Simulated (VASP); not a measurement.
Ge:

```xyz
2
Lattice="2.3868 0.0000 0.0000 -1.1934 2.0670 0.0000 0.0000 0.0000 3.7780" Properties=species:S:1:pos:R:3 pbc="T T T"
Ge    0.0000    1.3780    0.9445
Ge    1.1934    0.6890    2.8335
```

This isn't the form of Ge at room conditions, which is diamond.

- Program: VASP 6.6.1
- Task: relaxation of cell and atoms
- Functional: PBEsol
- Potentials or basis: VASP PAW PBE potentials, release 64 (Ge_d)
- Cutoff: 600 eV
- k mesh: 12 × 12 × 6
- Occupations: gaussian, width 0.1 eV
- Spin: no spin polarisation

At the start: pressure 230.4 GPa; volume 9.32 Å³/atom.

Problem. Where does the relaxation end?

Solution. Over 8 steps the energy falls by 3468.4 meV/atom and the volume is 18.23 Å³/atom (+95.6 %); space group P6_3/mmc (No. 194, to 0.1 Å) before and after.

The path:
```
step  energy change (eV)  largest force (eV/Å)  pressure (GPa)  volume (Å³)
   1              0.0000                0.0000          230.38        18.64
   2             -1.2537                0.0000          -44.88        83.16
   3             -6.7316                0.0000           -8.54        43.30
   4             -6.8451                0.0000           -6.27        40.84
   5             -6.9343                0.0000            1.08        35.93
   6             -6.9365                0.0000            0.04        36.54
   7             -6.9352                0.0000           -0.95        36.98
   8             -6.9368                0.0000            0.11        36.47
```

Final structure:
```
Ge
1.0
     2.96965    0.00000    0.00000
    -1.48482    2.57179    0.00000
     0.00000    0.00000    4.77489
Ge
2
Direct
  0.33333 0.66667 0.25000
  0.66667 0.33333 0.75000
```

Caveat: the volume moved by over 15 % at a fixed basis, so the end points are rough; the PAW data sets were made with another functional, which shifts forces and pressure a little.
